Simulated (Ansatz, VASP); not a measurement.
**Two plane-wave programs on Fe**

```
CELL_PARAMETERS angstrom
-1.39407 1.39407 1.39407
1.39407 -1.39407 1.39407
1.39407 1.39407 -1.39407
ATOMIC_POSITIONS crystal
Fe 0.00000 0.00000 0.00000
```

Alike in both runs: functional PBEsol; k mesh 22 × 22 × 22; occupations fermi-dirac, width 0.1 eV; collinear spin.

Ansatz relaxed the structure, and its values are those at the end. VASP's run is a single point on that final structure, the one shown.

```csv
,VASP,Ansatz
version,VASP 6.6.1,Ansatz 0.2.0
potentials or method,"VASP PAW PBE potentials, release 64 (Fe)","PAW with Ansatz's default frozen-core files, scalar-relativistic"
plane-wave cutoff (eV),520,420
valence electrons in the cell,8,16
```

```tsv
	VASP	Ansatz	Ansatz less VASP
pressure (GPa)	-0.1	0.0	+0.10
net moment per atom (μB)	2.11	2.10	-0.012
size of the moment on the site where the two differ most (μB)	2.09	2.12	+0.032
```

VASP's potentials were made for PBE, not for PBEsol. Site moments also hang on the region over which each program counts them. VASP's potentials hold 8 valence electrons a cell and Ansatz's 16, so a difference there can come from the potentials and not from the codes.
